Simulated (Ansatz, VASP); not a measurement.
## TlCl: VASP beside Ansatz

The input INCAR:

```
ALGO = Normal ; EDIFF = 1E-6
ENCUT = 500 ; GGA = PE
GGA_COMPAT = False ; ISIF = 2
ISMEAR = 0 ; LASPH = True
LCHARG = False ; LORBIT = 11
LORBMOM = True ; LREAL = False
LSORBIT = True ; LWAVE = False
MAGMOM = 0 0 0 0 0 0 ; NBANDS = 32
NELM = 200 ; PREC = Accurate
SIGMA = 0.05
```

File KPOINTS:

```
k-points
0
Gamma
  6 6 6
```

The input POSCAR:

```
TlCl
1.0
    3.7821806515      0.0000000000      0.0000000000
    0.0000000000      3.7821806515      0.0000000000
    0.0000000000      0.0000000000      3.7821806515
Tl Cl
1 1
Direct
    0.0000000000      0.0000000000      0.0000000000
    0.5000000000      0.5000000000      0.5000000000
```

Input for Ansatz:

```yaml
crystal:
  lattice:
    - [3.7821806515, 0.0, 0.0]
    - [0.0, 3.7821806515, 0.0]
    - [0.0, 0.0, 3.7821806515]
  atoms:
    - { symbol: Tl, position: [0.0, 0.0, 0.0] }
    - { symbol: Cl, position: [0.5, 0.5, 0.5] }
basis:
  ecutwfc: 420
  ecutrho_ratio: 4
kpoints:
  mp_grid: { grid: [6, 6, 6] }
hamiltonian:
  xc: pbe
scf:
  occupations: { method: gaussian, width: 0.05 }
output:
  forces: true
  stress: true
  eigenvalues: true
  populations: true
  topological_invariants: true
magnetization:
  noncollinear: true
  spin_orbit: true
```

Alike in both runs: task single point; functional PBE; k mesh 6 × 6 × 6; occupations gaussian, width 0.05 eV; non-collinear spin, spin-orbit coupling.

|  | VASP | Ansatz |
| --- | --- | --- |
| version | VASP 6.6.1 | Ansatz 0.2.0 |
| potentials or method | VASP PAW PBE potentials, release 64 (Tl_d, Cl), cutoff 500 eV | plane waves, PAW |
| valence electrons in the cell | 20 | 20 |

```csv
,VASP,Ansatz,Ansatz less VASP
pressure (GPa),2.3,2.4,+0.03
```
